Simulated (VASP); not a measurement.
A run of VASP 6.6.1 is set up as follows.

The input INCAR:

```
SYSTEM = Al
PREC     = Accurate       ! precision mode
ENCUT    = 520            ! plane-wave cutoff, eV
EDIFF    = 1E-6           ! SCF threshold, eV
ISMEAR   = -1             ! smearing method
SIGMA    = 0.1            ! smearing width, eV
LREAL    = .FALSE.        ! projectors in reciprocal space
LASPH    = .TRUE.         ! aspherical terms in the spheres
NELM     = 60             ! most SCF steps
ALGO     = Normal         ! electronic algorithm
ISIF     = 2              ! what is computed and relaxed
LWAVE    = .FALSE.        ! write WAVECAR
LCHARG   = .TRUE.         ! write CHGCAR
GGA      = PE             ! functional
LELF     = .TRUE.         ! ELF
LVHAR    = .TRUE.       
NBANDS   = 8              ! bands
```

Contents of KPOINTS:

```
Automatic mesh
0
G
  12 12 12
  0 0 0
```

POSCAR

```
Al
1.0
    0.0000000000      2.0645171409      2.0645171409
    2.0645171409      0.0000000000      2.0645171409
    2.0645171409      2.0645171409      0.0000000000
Al
1
Direct
    0.0000000000      0.0000000000      0.0000000000
```

Potentials or basis: VASP PAW PBE potentials, release 64 (Al).

Command:

```console
$ cat potpaw_PBE.64/Al/POTCAR > POTCAR
$ mpirun -np 1 vasp_std > vasp.out
```

Task: What does it give for the pressure?

Result: -4.3 GPa.
